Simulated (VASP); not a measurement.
Set up this calculation in VASP 6.6.1, as the native input.

```yaml
Task: single point
Functional: LDA
Potentials_or_basis: VASP PAW LDA potentials, release 64 (Zr_sv)
Cutoff: 520 eV
k_mesh: 12 × 12 × 6
Occupations: gaussian, width 0.1 eV
Spin: no spin polarisation
Dipole_correction: no
Further_INCAR_settings: ALGO = Normal; EDIFF = 1e-07; NBANDS = 19
```

The structure of Zr lies in POSCAR:

```
Zr
1.0
    3.1439658570      0.0000000000      0.0000000000
   -1.5719829285      2.7227543008      0.0000000000
    0.0000000000      0.0000000000      5.0894642375
Zr
2
Direct
    0.3333333333      0.6666666667      0.2500000000
    0.6666666667      0.3333333333      0.7500000000
```

The input as run:

INCAR

```
SYSTEM = Zr
ALGO = Normal
EDIFF = 1E-7
ENCUT = 520
ISIF = 2
ISMEAR = 0
LASPH = .True.
LCHARG = .True.
LELF = .True.
LREAL = .False.
LVHAR = .True.
LWAVE = .False.
NBANDS = 19
NELM = 100
PREC = Accurate
SIGMA = 0.1
```

KPOINTS

```
k-points
0
Gamma
  12 12 6
  0 0 0
```

Potentials or basis: VASP PAW LDA potentials, release 64 (Zr_sv).

Launch:

```console
$ cat potpaw_LDA.64/Zr_sv/POTCAR > POTCAR
$ mpirun -np 1 vasp_std > vasp.out
```

It gave:

* Pressure: 0.2 GPa
* Band gap on the k mesh: zero (band 12 reaches 10.50 eV, above the bottom of band 13 at 9.34 eV)

Run time: 33 s on 1 thread of AMD EPYC 9R45 96-Core Processor (Zen 5), with other jobs on the host, peak memory 0.14 GiB.
